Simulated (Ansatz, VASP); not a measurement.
**One calculation of In, two programs**

```
In
1.0
     3.41821    0.00000    0.00000
    -1.70911    2.96026    0.00000
     0.00000    0.00000   19.06268
In
7
Cartesian
  0.0000 0.0000 14.9653
  0.0000 1.9735 17.6859
  1.7091 0.9868 1.3767
  0.0000 0.0000 4.0974
  1.7091 0.9868 6.8063
  0.0000 0.0000 9.5313
  0.0000 1.9735 12.2564
```

Alike in both runs: task relaxation of cell and atoms; functional PBE; k mesh 12 × 12 × 2; occupations gaussian, width 0.1 eV; no spin polarisation.

```csv
,VASP,Ansatz
version,VASP 6.6.1,Ansatz 0.2.0
potentials or method,"VASP PAW PBE potentials, release 64 (In_d), cutoff 600 eV","scalar-relativistic, plane waves, PAW"
valence electrons in the cell,91,91
```

|  | VASP | Ansatz | Ansatz less VASP |
| --- | --- | --- | --- |
| gap on the k mesh at the Fermi level, each at its own relaxed structure (eV) | none | none | - |
| relaxed volume (Å³/atom) | 27.56 | 27.56 | 0.000 |
| relaxed cell length with the largest relative difference (Å) | 3.418 | 3.418 | 0.0000 |

A gap of «none» marks a metal or a gap that the smearing closes.

Noted on VASP's run: the relaxation stopped at its first step, so nothing moved.
